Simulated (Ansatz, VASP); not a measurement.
Two plane-wave programs on SiC

File INCAR:

```
SYSTEM = SiC
PREC = Accurate
ENCUT = 600
EDIFF = 1E-6
ISMEAR = 0
SIGMA = 0.05
LREAL = .FALSE.
LASPH = .TRUE.
NELM = 120
ALGO = Normal
ISIF = 2
LWAVE = .FALSE.
LCHARG = .FALSE.
GGA = PE
NBANDS = 11
GGA_COMPAT = .FALSE.
```

File KPOINTS:

```
regular mesh
0
G
  6 6 6
  0 0 0
```

The input POSCAR:

```
SiC
1.0
    0.0000000000      2.1897455730      2.1897455730
    2.1897455730      0.0000000000      2.1897455730
    2.1897455730      2.1897455730      0.0000000000
C Si
1 1
Direct
    0.0000000000      0.0000000000      0.0000000000
    0.2500000000      0.2500000000      0.2500000000
```

Input for Ansatz:

```yaml
crystal:
  lattice:
    - [0.0, 2.189745573, 2.189745573]
    - [2.189745573, 0.0, 2.189745573]
    - [2.189745573, 2.189745573, 0.0]
  atoms:
    - { symbol: C, position: [0.0, 0.0, 0.0] }
    - { symbol: Si, position: [0.25, 0.25, 0.25] }
basis:
  ecutwfc: 420
kpoints:
  mp_grid: { grid: [6, 6, 6] }
hamiltonian:
  xc: pbe
scf:
  occupations: { method: gaussian, width: 0.05 }
output:
  forces: true
  stress: true
  eigenvalues: true
```

Alike in both runs: task single point; functional PBE; k mesh 6 × 6 × 6; occupations gaussian, width 0.05 eV; no spin polarisation.

|  | VASP | Ansatz |
| --- | --- | --- |
| version | VASP 6.6.1 | Ansatz 0.2.0 |
| potentials or method | VASP PAW PBE potentials, release 64 (C, Si), cutoff 600 eV | scalar-relativistic, plane waves, PAW |
| valence electrons in the cell | 8 | 8 |

Ansatz gave:

- gap on the k mesh at the Fermi level (eV): 1.37
- least direct gap on the mesh (eV): 4.53
- pressure (GPa): 0.1

**Question.** Estimate VASP's values.

**Answer.** gap on the k mesh at the Fermi level (eV): 1.36; least direct gap on the mesh (eV): 4.52; pressure (GPa): -0.1.
